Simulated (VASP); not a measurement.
# Ti (P-1) in VASP: single point with PBE

Aim: the single point of Ti with PBE.

Everything below comes from runs of VASP 6.6.1. Logs are shortened: lines on timing, memory, paths and dates and some standing lists are left out, and cuts for length are marked.

## (1) The cell of the first run

The typed cell holds 2 atoms: a = 2.916 Å, b = 2.936 Å, c = 4.610 Å, α = 88.61°, β = 90.80°, γ = 120.39°.

## (2) Single point, PBE

INCAR reads:

```
PREC     = Accurate       # precision mode
ENCUT    = 500            # plane-wave cutoff, eV
EDIFF    = 1E-6           # SCF threshold, eV
ISMEAR   = -1             # smearing method
SIGMA    = 0.1            # smearing width, eV
LREAL    = F              # projectors in reciprocal space
LASPH    = T              # aspherical terms in the spheres
NELM     = 120            # most SCF steps
ALGO     = Normal         # electronic algorithm
ISIF     = 2              # what is computed and relaxed
LWAVE    = F              # write WAVECAR
LCHARG   = F              # write CHGCAR
GGA      = PE             # functional
NBANDS   = 19             # bands
GGA_COMPAT= F
```

KPOINTS reads:

```
Automatic mesh
0
Gamma
  7 7 4
```

POSCAR reads:

```
Ti
1.0
    2.9160040000     -0.0155080000     -0.0202160000
   -1.4714320000      2.5399870000      0.0354680000
   -0.0319740000      0.0463160000      4.6101390000
Ti
2
Direct
    0.3567350000      0.6787820000      0.2373020000
    0.6550740000      0.3419940000      0.7454420000
```

Potentials or basis: VASP PAW PBE potentials, release 64 (Ti_sv).

Launch:

```bash
cat potpaw_PBE.64/Ti_sv/POTCAR > POTCAR
mpirun -np 1 vasp_std > vasp.out
```

OUTCAR:

```text
PREC = Accurate
   ENCUT = 500
   EDIFF = 1E-6
   ISMEAR = -1
   LREAL = F
   LASPH = T
   NELM = 120
   ISIF = 2
   GGA = PE

 ion  position               nearest neighbor table
   1  0.357  0.679  0.237-   2 2.80   2 2.81   2 2.81   2 2.87   2 2.91
   2  0.655  0.342  0.745-   1 2.80   1 2.81   1 2.81   1 2.87   1 2.91

  LATTYP: Found a triclinic cell.
 ALAT       =     2.9161153120
 B/A-ratio  =     2.3260397008
 C/A-ratio  =     0.9974264391
 COS(alpha) =     0.0013621149
 COS(beta)  =     0.4919826335
 COS(gamma) =     0.6394023066

  Lattice vectors:

 A1 = (  -2.9160040000,   0.0155080000,   0.0202160000)
 A2 = (  -4.3554620000,   2.5091790000,  -4.5544550000)
 A3 = (  -1.4445720000,  -2.5244790000,  -0.0152520000)

Analysis of symmetry for initial positions (statically):
=====================================================================
 Subroutine PRICEL returns:
 Original cell was already a primitive cell.

 Routine SETGRP: Setting up the symmetry group for a
 triclinic supercell.

 Subroutine GETGRP returns: Found  2 space group operations
 (whereof  1 operations were pure point group operations)
 out of a pool of  2 trial point group operations.

The static configuration has the point symmetry C_1 .
 The point group associated with its full space group is S_2 .

Analysis of symmetry for dynamics (positions and initial velocities):
=====================================================================
 Subroutine PRICEL returns:
 Original cell was already a primitive cell.

 Routine SETGRP: Setting up the symmetry group for a
 triclinic supercell.

 Subroutine GETGRP returns: Found  2 space group operations
 (whereof  1 operations were pure point group operations)
 out of a pool of  2 trial point group operations.

The dynamic configuration has the point symmetry C_1 .
 The point group associated with its full space group is S_2 .

 Subroutine INISYM returns: Found  2 space group operations
 (whereof  1 operations are pure point group operations),
 and found     1 'primitive' translations

----------------------------------------------------------------------------------------

                                     Primitive cell

  volume of cell :      34.0353

  direct lattice vectors                    reciprocal lattice vectors
     2.916004000 -0.015508000 -0.020216000     0.343997509  0.199274772  0.000383799
    -1.471432000  2.539987000  0.035468000     0.002073076  0.394958957 -0.003953598
    -0.031974000  0.046316000  4.610139000     0.001492520 -0.002164765  0.216945299

  length of vectors
     2.916115312  2.935626691  4.610482524     0.397548573  0.394984185  0.216961233

  position of ions in fractional coordinates (direct lattice)
     0.356735000  0.678782000  0.237302000
     0.655074000  0.341994000  0.745442000

  ion indices of the primitive-cell ions
   primitive index   ion index
                 1           1
                 2           2

----------------------------------------------------------------------------------------

 KPOINTS: Automatic mesh

Automatic generation of k-mesh.
 Grid dimensions read from file:
 generate k-points for:    7    7    4

 Generating k-lattice:

  Cartesian coordinates                     Fractional coordinates (reciprocal lattice)
     0.049142501  0.028467825  0.000054828     0.142857143  0.000000000  0.000000000
     0.000296154  0.056422708 -0.000564800     0.000000000  0.142857143 -0.000000000
     0.000373130 -0.000541191  0.054236325     0.000000000  0.000000000  0.250000000

  Length of vectors
     0.056792653  0.056426312  0.054240308

  Shift w.r.t. Gamma in fractional coordinates (k-lattice)
     0.000000000  0.000000000  0.000000000

 Subroutine IBZKPT returns following result:
 ===========================================

 Found     99 irreducible k-points:

 Following reciprocal coordinates:
            Coordinates               Weight
  0.000000  0.000000  0.000000      1.000000
  0.142857  0.000000  0.000000      2.000000
  0.285714  0.000000  0.000000      2.000000
  0.428571  0.000000  0.000000      2.000000
  0.000000  0.142857  0.000000      2.000000
  0.142857  0.142857  0.000000      2.000000
[... 16 lines left out ...]
 -0.428571  0.428571  0.000000      2.000000
 -0.285714  0.428571  0.000000      2.000000
 [... further k-points ...]
   k-points           NKPTS =     99   k-points in BZ     NKDIM =     99   number of bands    NBANDS=     19
   number of dos      NEDOS =    301   number of ions     NIONS =      2
   total plane-waves  NPLWV =  20736
   dimension x,y,z NGX =    24 NGY =   24 NGZ =   36
   dimension x,y,z NGXF=    48 NGYF=   48 NGZF=   72
   ions per type =               2
   NGX,Y,Z   is equivalent  to a cutoff of  13.68, 13.59, 12.98 a.u.
   NGXF,Y,Z  is equivalent  to a cutoff of  27.36, 27.18, 25.96 a.u.
 SYSTEM =  unknown system
   PREC   = accura    normal or accurate (medium, high low for compatibility)
   ISTART =      0    job   : 0-new  1-cont  2-samecut
   ICHARG =      2    charge: 1-file 2-atom 10-const
   ISPIN  =      1    spin polarized calculation?
   LNONCOLLINEAR =      F non collinear calculations
   LSORBIT =      F    spin-orbit coupling
   LASPH  =      T    aspherical Exc in radial PAW
   ENCUT  =  500.0 eV  36.75 Ry    6.06 a.u.   5.32  5.35  8.41*2*pi/ulx,y,z
   NELM   =    120;   NELMIN=  2; NELMDL= -5     # of ELM steps
   EDIFF  = 0.1E-05   stopping-criterion for ELM
   LREAL  =      F    real-space projection
[... 7 lines left out ...]
   TEBEG  =    0.0;   TEEND  =   0.0 temperature during run
   PSTRESS=    0.0 pullay stress
   NELECT =      24.0000    total number of electrons
   NUPDOWN=      -1.0000    fix difference up-down
   EMIN   =  10.00;   EMAX   =-10.00  energy-range for DOS
   EFERMI =   0.00;   METHOD = LEGACY
   ISMEAR =    -1;   SIGMA  =   0.10  broadening in eV -4-tet -1-fermi 0-gaus
   EFERMI_NEDOS =   21; number of points for ismear=-14 and -15
   IALGO  =     38    algorithm
   IMIX   =      4    mixing-type and parameters
     AMIX     =   0.40;   BMIX     =  1.00
     AMIX_MAG =   1.60;   BMIX_MAG =  1.00
  volume/ion in A,a.u.               =      17.02       114.84
  Fermi-wavevector in a.u.,A,eV,Ry     =   1.457143  2.753601 28.888781  2.123265
  Thomas-Fermi vector in A             =   2.573979
   LORBIT       =      0    0 simple, 1 ext, 2 COOP (PROOUT), +10 PAW based schemes
   GGA     = PE    functional components
   LHFCALC =     F    Hartree Fock is set to
   AEXX    =    0.0000 exact exchange contribution
   IVDW    =     0    specifies the selected vdW correction
   LEPSILON=     F    determine dielectric tensor
   LRPA    =     F    only Hartree local field effects (RPA)
 non-spin polarized calculation
  energy-cutoff  :      500.00
  volume of cell :       34.04
 maximum number of plane-waves:       875
 NGX is ok and might be reduce to    24
   NGX = 11   NGY = 11   NGZ = 17

 number of electron      24.0000003 magnetization

 Free energy of the ion-electron system (eV)
  ---------------------------------------------------
  ext. energy  EPLUGINS =         0.00000000
  ---------------------------------------------------
  free energy    TOTEN  =       -15.69702348 eV

  energy without entropy =      -15.62373444  energy(sigma->0) =      -15.66037896

 E-fermi :   8.5383     XC(G=0): -11.5924

 val. band max:        8.5203896906   @ k =   0.0000   0.1429   0.0000
 cond. band min:       8.5474532860   @ k =   0.2857   0.2857   0.2500
 fundamental gap:      0.0270635954
 Fermi energy:         8.5383170985

 k-point     1 :       0.0000    0.0000    0.0000
  band No.  band energies     occupation
      1     -48.2676      2.00000
      2     -48.1150      2.00000
      3     -24.8749      2.00000
      4     -24.2214      2.00000
      5     -24.1831      2.00000
      6     -24.1102      2.00000
[... 11 lines left out ...]
     18      10.4107      0.00000
     19      11.6242      0.00000

 k-point     2 :       0.1429    0.0000    0.0000
  band No.  band energies     occupation
      1     -48.2469      2.00000
      2     -48.1062      2.00000
      3     -24.8310      2.00000
      4     -24.2835      2.00000
      5     -24.2492      2.00000
      6     -24.1921      2.00000
[... 11 lines left out ...]
     18      10.2499      0.00000
     19      12.0397      0.00000

 k-point     3 :       0.2857    0.0000    0.0000
  band No.  band energies     occupation
      1     -48.1978      2.00000
      2     -48.0887      2.00000
      3     -24.7207      2.00000
      4     -24.5064      2.00000
      5     -24.3902      2.00000
      6     -24.3140      2.00000
[... 11 lines left out ...]
     18      11.1292      0.00000
     19      12.1834      0.00000

 k-point     4 :       0.4286    0.0000    0.0000
  band No.  band energies     occupation
      1     -48.1536      2.00000
      2     -48.0792      2.00000
      3     -24.6868      2.00000
      4     -24.6131      2.00000
      5     -24.5366      2.00000
      6     -24.3631      2.00000
[... 11 lines left out ...]
     18      12.2296      0.00000
     19      12.3166      0.00000

 k-point     5 :       0.0000    0.1429    0.0000
  band No.  band energies     occupation
      1     -48.2466      2.00000
      2     -48.1075      2.00000
      3     -24.8281      2.00000
      4     -24.3011      2.00000
      5     -24.2269      2.00000
      6     -24.1903      2.00000
[... 11 lines left out ...]
     18      10.2990      0.00000
     19      11.9063      0.00000
[... 334 lines left out ...]
      2     -48.0996      2.00000
      3     -24.6098      2.00000
      4     -24.5263      2.00000
      5     -24.4750      2.00000
      6     -24.4293      2.00000
[... 11 lines left out ...]
     18      11.9585      0.00000
     19      13.6193      0.00000

 k-point    22 :       0.4286    0.4286    0.0000
  band No.  band energies     occupation
      1     -48.1248      2.00000
      2     -48.1005      2.00000
      3     -24.6707      2.00000
      4     -24.5523      2.00000
      5     -24.4767      2.00000
      6     -24.3968      2.00000
[... 11 lines left out ...]
     18      12.0884      0.00000
     19      13.4510      0.00000

 k-point    23 :      -0.4286    0.4286    0.0000
  band No.  band energies     occupation
      1     -48.1436      2.00000
      2     -48.0968      2.00000
      3     -24.6742      2.00000
      4     -24.5639      2.00000
      5     -24.5316      2.00000
      6     -24.3336      2.00000
[... 11 lines left out ...]
     18      12.1945      0.00000
     19      12.3710      0.00000

 k-point    24 :      -0.2857    0.4286    0.0000
  band No.  band energies     occupation
      1     -48.1575      2.00000
      2     -48.0943      2.00000
      3     -24.5960      2.00000
      4     -24.5816      2.00000
      5     -24.5004      2.00000
      6     -24.3434      2.00000
[... 11 lines left out ...]
     18      12.0232      0.00000
     19      12.2605      0.00000

 [... further k-points ...]

------------------------ aborting loop because EDIFF is reached ----------------------------------------

  FORCE on cell =-STRESS in cart. coord.  units (eV):
  Direction    XX          YY          ZZ          XY          YZ          ZX
  --------------------------------------------------------------------------------------
  -------------------------------------------------------------------------------------
  Total        0.4608661      0.4433095      0.5871699     -0.1571730     -0.1759207      0.1055919
  in kB       21.6948201     20.8683614     27.6404480     -7.3987650     -8.2812944      4.9706365
  external PRESSURE =      23.4012098 kB  Pullay stress =       0.0000000 kB

 VOLUME and BASIS-vectors are now :
 -----------------------------------------------------------------------------
  energy-cutoff  :      500.00
  volume of cell :       34.04
      direct lattice vectors                 reciprocal lattice vectors
     2.916004000 -0.015508000 -0.020216000     0.343997509  0.199274772  0.000383799
    -1.471432000  2.539987000  0.035468000     0.002073076  0.394958957 -0.003953598
    -0.031974000  0.046316000  4.610139000     0.001492520 -0.002164765  0.216945299

 POSITION                                       TOTAL-FORCE (eV/Angst)
 -----------------------------------------------------------------------------------
      0.03387      1.72956      1.11086        -0.080383     -0.008389      0.133829
      1.38314      0.89303      3.43548         0.080383      0.008389     -0.133829
 -----------------------------------------------------------------------------------
    total drift:                                0.000003      0.000001     -0.000009

  FREE ENERGIE OF THE ION-ELECTRON SYSTEM (eV)
  ---------------------------------------------------
  free  energy   TOTEN  =       -15.6970234800 eV

  energy  without entropy=      -15.6237344422  energy(sigma->0) =      -15.66037896
```

It took 26 s on 1 thread of Intel Xeon Platinum 8488C (Sapphire Rapids), shared host; peak memory 0.18 GiB.

What came out:

- Free energy: -15.6970 eV
- Pressure: 2.3 GPa
- Largest force: 0.156 eV/Å
- Band gap on the k mesh: zero (bands 12 and 13 overlap by 1.07 eV)

Forces in eV/Å, atoms in the order of the input:
```
Ti  -0.080 -0.008  0.134
Ti   0.080  0.008 -0.134
```

Levels at points of the mesh, in eV from the Fermi level:
```tsv
k point	band 10	band 11	band 12	band 13	band 14	band 15
(0.00, 0.00, 0.00)	-2.72	0.68	0.78	0.92	0.97	1.28
(0.00, 0.00, 0.50)	-4.33	-0.03	0.25	0.68	0.69	0.73
```
